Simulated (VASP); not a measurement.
# Pt (Fm-3m) in VASP: notebook, part 2 of 2

VASP 6.6.1.

## Step 3: Single point, r2SCAN

The input, POSCAR:

```
Pt
1.0
    0.0000000000      1.9609000000      1.9609000000
    1.9609000000      0.0000000000      1.9609000000
    1.9609000000      1.9609000000      0.0000000000
Pt
1
Direct
    0.0000000000      0.0000000000      0.0000000000
```

The input, INCAR.step1:

```
PREC = Accurate ; ENCUT = 520
ISMEAR = -1 ; SIGMA = 0.05
LREAL = F ; LASPH = T
NELM = 60 ; NBANDS = 11
GGA = PE ; ALGO = Normal
EDIFF = 1E-4 ; LWAVE = T
LCHARG = F
```

The input, INCAR.step2:

```
PREC = Accurate ; ENCUT = 520
EDIFF = 1E-7 ; ISMEAR = -1
SIGMA = 0.05 ; LREAL = F
LASPH = T ; NELM = 60
ALGO = Normal ; ISIF = 2
LWAVE = F ; LCHARG = F
METAGGA = R2SCAN ; LMIXTAU = T
NBANDS = 11 ; ISTART = 1
```

The input, KPOINTS:

```
regular mesh
0
Gamma
  10 10 10
```

Potentials or basis: VASP PAW PBE potentials, release 64 (Pt).

Launch:

```sh
cat potpaw_PBE.64/Pt/POTCAR > POTCAR
cp INCAR.step1 INCAR
mpirun -np 1 vasp_std > vasp.out
cp INCAR.step2 INCAR
mpirun -np 1 vasp_std > vasp.out
```

OUTCAR:

```text
PREC = Accurate
   ENCUT = 520
   EDIFF = 1E-7
   ISMEAR = -1
   LREAL = F
   LASPH = T
   NELM = 60
   ISIF = 2
   METAGGA = R2SCAN
   ISTART = 1

 ion  position               nearest neighbor table
   1  0.000  0.000  0.000-

  LATTYP: Found a face centered cubic cell.
 ALAT       =     3.9218000000

  Lattice vectors:

 A1 = (   0.0000000000,   1.9609000000,   1.9609000000)
 A2 = (   1.9609000000,   0.0000000000,   1.9609000000)
 A3 = (   1.9609000000,   1.9609000000,   0.0000000000)

Analysis of symmetry for initial positions (statically):
=====================================================================
 Subroutine PRICEL returns:
 Original cell was already a primitive cell.

 Routine SETGRP: Setting up the symmetry group for a
 face centered cubic supercell.

 Subroutine GETGRP returns: Found 48 space group operations
 (whereof 48 operations were pure point group operations)
 out of a pool of 48 trial point group operations.

The static configuration has the point symmetry O_h .

Analysis of symmetry for dynamics (positions and initial velocities):
[... 160 lines left out ...]
 cond. band min:      11.0454077015   @ k =   0.5000   0.0000   0.0000
 fundamental gap:      0.0826029130
 Fermi energy:        11.0287372245

 k-point     1 :       0.0000    0.0000    0.0000
  band No.  band energies     occupation
      1       0.5185      2.00000
      2       7.1016      2.00000
      3       7.1016      2.00000
      4       7.1016      2.00000
      5       9.2695      2.00000
      6       9.2695      2.00000
      7      26.4977      0.00000
      8      31.6694      0.00000
      9      31.6694      0.00000
     10      31.6694      0.00000
     11      37.5382      0.00000
[... 309 lines left out ...]
 k-point    24 :       0.4000    0.3000    0.0000
  band No.  band energies     occupation
      1       4.2224      2.00000
      2       4.8280      2.00000
      3       8.3394      2.00000
      4       9.6503      2.00000
      5      10.9268      1.76949
      6      11.2957      0.00955
      7      23.6524      0.00000
      8      26.0764      0.00000
      9      26.5651      0.00000
     10      32.0062      0.00000
     11      34.1443      0.00000

 [... further k-points ...]
[... 5 lines left out ...]
  --------------------------------------------------------------------------------------
  -------------------------------------------------------------------------------------
  Total        0.4601348      0.4601348      0.4601348      0.0000000     -0.0000000      0.0000000
  in kB       48.8876693     48.8876693     48.8876693      0.0000000     -0.0000000      0.0000000
  external PRESSURE =      48.8876693 kB  Pullay stress =       0.0000000 kB

 VOLUME and BASIS-vectors are now :
 -----------------------------------------------------------------------------
  energy-cutoff  :      520.00
  volume of cell :       15.08
      direct lattice vectors                 reciprocal lattice vectors
     0.000000000  1.960900000  1.960900000    -0.254984956  0.254984956  0.254984956
     1.960900000  0.000000000  1.960900000     0.254984956 -0.254984956  0.254984956
     1.960900000  1.960900000  0.000000000     0.254984956  0.254984956 -0.254984956

 POSITION                                       TOTAL-FORCE (eV/Angst)
 -----------------------------------------------------------------------------------
      0.00000      0.00000      0.00000        -0.000000     -0.000000     -0.000000
 -----------------------------------------------------------------------------------
    total drift:                                0.000000     -0.000000     -0.000000

  FREE ENERGIE OF THE ION-ELECTRON SYSTEM (eV)
  ---------------------------------------------------
  free  energy   TOTEN  =       -51.4859561919 eV

  energy  without entropy=      -51.4746706823  energy(sigma->0) =      -51.48031344
```

OUTCAR.step1:

```text
PREC = Accurate
   ENCUT = 520
   ISMEAR = -1
   LREAL = F
   LASPH = T
   NELM = 60
[... 550 lines left out ...]

 POSITION                                       TOTAL-FORCE (eV/Angst)
 -----------------------------------------------------------------------------------
      0.00000      0.00000      0.00000        -0.000000      0.000000      0.000000
 -----------------------------------------------------------------------------------
    total drift:                               -0.000000     -0.000000     -0.000000

  FREE ENERGIE OF THE ION-ELECTRON SYSTEM (eV)
  ---------------------------------------------------
  free  energy   TOTEN  =        -6.0731990911 eV

  energy  without entropy=       -6.0612734729  energy(sigma->0) =       -6.06723628
```

Run time: 14 s. Hardware: 1 thread of Intel Xeon 6975P-C (Granite Rapids), shared host; peak memory 0.15 GiB.

What came out:

* Free energy: -51.4860 eV
* Pressure: 4.9 GPa
* Band gap on the k mesh: zero (band 5 reaches 11.55 eV, above the bottom of band 6 at 9.19 eV)

Levels at points of the mesh, in eV from the Fermi level:
```csv
k point,band 3,band 4,band 5,band 6,band 7,band 8
"(0.00, 0.00, 0.00)",-3.93,-3.93,-1.76,-1.76,15.47,20.64
"(0.50, 0.00, 0.00)",-4.03,-0.32,0.02,0.02,6.15,15.11
"(0.50, 0.50, 0.00)",-0.07,0.51,0.51,1.94,9.34,12.02
```

Caveat: the PAW data sets were made with another functional, which shifts forces and pressure a little; spin-orbit coupling is left out, which moves the levels of the heavy elements.

## Step 4: Single point, LDA, non-collinear spin, zero start, spin-orbit coupling

The input, INCAR:

```
SYSTEM = Pt
PREC = Accurate
ENCUT = 520
EDIFF = 1E-6
ISMEAR = 1
SIGMA = 0.1
LREAL = .FALSE.
LASPH = .TRUE.
NELM = 150
ALGO = Normal
ISIF = 2
LWAVE = .FALSE.
LCHARG = .FALSE.
MAGMOM = 0 0 0
LORBIT = 11
LSORBIT = .TRUE.
GGA_COMPAT = .FALSE.
LORBMOM = .TRUE.
LMAXMIX = 4
NBANDS = 21
```

The input, KPOINTS:

```
Automatic mesh
0
G
  10 10 10
  0 0 0
```

POSCAR is that of step 3.

Potentials or basis: VASP PAW LDA potentials, release 64 (Pt).

Launch:

```sh
cat potpaw_LDA.64/Pt/POTCAR > POTCAR
mpirun -np 1 vasp_ncl > vasp.out
```

Run time: 14 s. Hardware: 1 thread of Intel Xeon 6975P-C (Granite Rapids), shared host; peak memory 0.18 GiB.

It converged, with:

| Item | Value |
| --- | --- |
| Free energy | -7.9013 eV |
| Pressure | -4.8 GPa |
| Net moment | 0.00 μB per cell |
| Valence electrons inside the program's atomic spheres | Pt 9.30 |

Moments on the atoms (μB; x, y, z):
```
Pt  0.00 0.00 0.00
```

## Step 5: Single point, LDA, non-collinear spin, zero start, spin-orbit coupling

The input, INCAR:

```
SYSTEM = Pt
PREC     = Accurate       ! precision mode
ENCUT    = 520            ! plane-wave cutoff, eV
EDIFF    = 1E-6           ! SCF threshold, eV
ISMEAR   = 1              ! smearing method
SIGMA    = 0.1            ! smearing width, eV
LREAL    = .FALSE.        ! projectors in reciprocal space
LASPH    = .TRUE.         ! aspherical terms in the spheres
NELM     = 150            ! most SCF steps
ALGO     = Fast           ! electronic algorithm
ISIF     = 2              ! what is computed and relaxed
LWAVE    = .FALSE.        ! write WAVECAR
LCHARG   = .FALSE.        ! write CHGCAR
MAGMOM   = 0 0 0          ! initial moments
LORBIT   = 11             ! projections on sites
LSORBIT  = .TRUE.         ! spin-orbit coupling
GGA_COMPAT= .FALSE.      
LORBMOM  = .TRUE.       
LMAXMIX  = 4              ! l up to which the mixer works
GGA      = CA             ! functional
NBANDS   = 21             ! bands
```

The input, KPOINTS:

```
regular mesh
0
G
  10 10 10
  0 0 0
```

POSCAR is that of step 4.

Launch:

```sh
cat potpaw_LDA.64/Pt/POTCAR > POTCAR
mpirun -np 1 vasp_ncl > vasp.out
```

Wall time 17 s (1 thread of Intel Xeon 6975P-C (Granite Rapids), shared host); peak memory 0.18 GiB.

Results (log left out):

* Free energy: -7.9013 eV
* Pressure: -4.7 GPa
* Net moment: 0.00 μB per cell
* Valence electrons inside the program's atomic spheres: Pt 9.30

Moments on the atoms (μB; x, y, z):
```
Pt  0.00 0.00 0.00
```

## Step 6: Single point, LDA, non-collinear spin, zero start, spin-orbit coupling

The input, INCAR:

```
PREC     = Accurate       # precision mode
ENCUT    = 520            # plane-wave cutoff, eV
EDIFF    = 1E-6           # SCF threshold, eV
ISMEAR   = 1              # smearing method
SIGMA    = 0.1            # smearing width, eV
LREAL    = False          # projectors in reciprocal space
LASPH    = True           # aspherical terms in the spheres
NELM     = 150            # most SCF steps
ALGO     = Normal         # electronic algorithm
ISIF     = 2              # what is computed and relaxed
LWAVE    = False          # write WAVECAR
LCHARG   = False          # write CHGCAR
LNONCOLLINEAR= True           # non-collinear magnetism
MAGMOM   = 0 0 0          # initial moments
LORBIT   = 11             # projections on sites
LSORBIT  = True           # spin-orbit coupling
GGA_COMPAT= False        
LORBMOM  = True         
LMAXMIX  = 4              # l up to which the mixer works
GGA      = CA             # functional
NBANDS   = 21             # bands
```

The input, KPOINTS:

```
Automatic mesh
0
Gamma
  10 10 10
```

POSCAR is that of step 5.

Potentials or basis: VASP PAW LDA potentials, release 64 (Pt).

Launch:

```sh
cat potpaw_LDA.64/Pt/POTCAR > POTCAR
mpirun -np 1 vasp_ncl > vasp.out
```

It took 15 s on 1 thread of Intel Xeon 6975P-C (Granite Rapids), shared host; peak memory 0.17 GiB.

Results (log left out):

* Free energy: -7.9013 eV
* Pressure: -4.8 GPa
* Net moment: 0.00 μB per cell
* Valence electrons inside the program's atomic spheres: Pt 9.30

Moments on the atoms (μB; x, y, z):
```
Pt  0.00 0.00 0.00
```
